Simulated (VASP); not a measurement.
Write the native input for VASP 6.6.1 that does the following.

| Quantity | Value |
| --- | --- |
| Task | single point |
| Functional | PBE |
| Potentials or basis | VASP PAW PBE potentials, release 64 (P) |
| Cutoff | 520 eV |
| k mesh | 18 × 18 × 18 |
| Occupations | fermi-dirac, width 0.08 eV |
| Spin | no spin polarisation |
| Dipole correction | no |
| Further INCAR settings | ALGO = Normal; EDIFF = 1e-07; NBANDS = 8 |

The structure of P lies in POSCAR:

```
P
1.0
    0.0000000000      1.8139357265      1.8139357265
    1.8139357265      0.0000000000      1.8139357265
    1.8139357265      1.8139357265      0.0000000000
P
1
Direct
    0.0000000000      0.0000000000      0.0000000000
```

This isn't the form of P at room conditions, which is orthorhombic.

One way to write it, as run:

INCAR

```
PREC = Accurate
ENCUT = 520
EDIFF = 1E-7
ISMEAR = -1
SIGMA = 0.08
LREAL = F
LASPH = T
NELM = 80
ALGO = Normal
ISIF = 2
LWAVE = F
LCHARG = F
GGA = PE
NBANDS = 8
```

KPOINTS

```
Automatic mesh
0
Gamma
  18 18 18
```

Potentials or basis: VASP PAW PBE potentials, release 64 (P).

Run with:

```sh
$ cat potpaw_PBE.64/P/POTCAR > POTCAR
$ mpirun -np 1 vasp_std > vasp.out
```

It gave:

| Item | Value |
| --- | --- |
| Pressure | 26.6 GPa |
| Band gap on the k mesh | zero (an odd number of electrons rules out a gap without spin polarisation) |

Caveat: the cell stands under pressure.

Wall time 6.6 s on 1 thread of Intel(R) Xeon(R) 6975P-C (Granite Rapids) (shared host), peak memory 0.13 GiB.
